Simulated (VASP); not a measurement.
Input of a VASP 6.6.1 run:

Contents of POSCAR:

```
WS2
1.0
    3.1835163552      0.0000000000      0.0000000000
   -1.5917581776      2.7570060369      0.0000000000
    0.0000000000      0.0000000000     16.9505778900
W S
1 2
Direct
    0.0000000000      0.0000000000      0.0000000000
    0.3333333333      0.6666666667      0.0920005100
    0.3333333333      0.6666666667      0.9079994900
```

File INCAR.step1:

```
PREC = Accurate
ENCUT = 520
EDIFF = 1E-5
ISMEAR = -1
SIGMA = 0.05
LREAL = False
LASPH = True
NELM = 80
ALGO = Normal
ISIF = 2
LWAVE = True
NBANDS = 20
GGA = PE
```

INCAR.step2

```
PREC = Accurate
ENCUT = 520
EDIFF = 1E-6
ISMEAR = -1
SIGMA = 0.05
LREAL = False
LASPH = True
NELM = 80
ALGO = Normal
ISIF = 2
LWAVE = False
LCHARG = True
GGA = PE
LHFCALC = True
AEXX = 0.25
HFSCREEN = 0.2
PRECFOCK = Normal
LELF = True
LVHAR = True
NBANDS = 20
ISTART = 1
```

The input KPOINTS:

```
Automatic mesh
0
Gamma
  5 5 1
```

Potentials or basis: VASP PAW PBE potentials, release 64 (W_sv, S).

The run is started by

```bash
$ cat potpaw_PBE.64/W_sv/POTCAR potpaw_PBE.64/S/POTCAR > POTCAR
$ cp INCAR.step1 INCAR
$ mpirun -np 1 vasp_std > vasp.out
$ cp INCAR.step2 INCAR
$ mpirun -np 1 vasp_std > vasp.out
```

Problem. Estimate the largest force.

Solution. 0.286 eV/Å.

Problem. What does it give for the band gap on the k mesh?

Solution. 2.81 eV (least direct gap 3.33 eV).

Forces on the atoms (eV/Å):
```
W    0.000  0.000  0.000
S    0.000  0.000 -0.286
S    0.000  0.000  0.286
```

Caveat: the k points lie up to 0.46 Å⁻¹ apart; there is no dipole correction, which matters where the two faces differ; the PAW data sets were made with another functional, which shifts forces and pressure a little; spin-orbit coupling is left out, which moves the levels of the heavy elements.
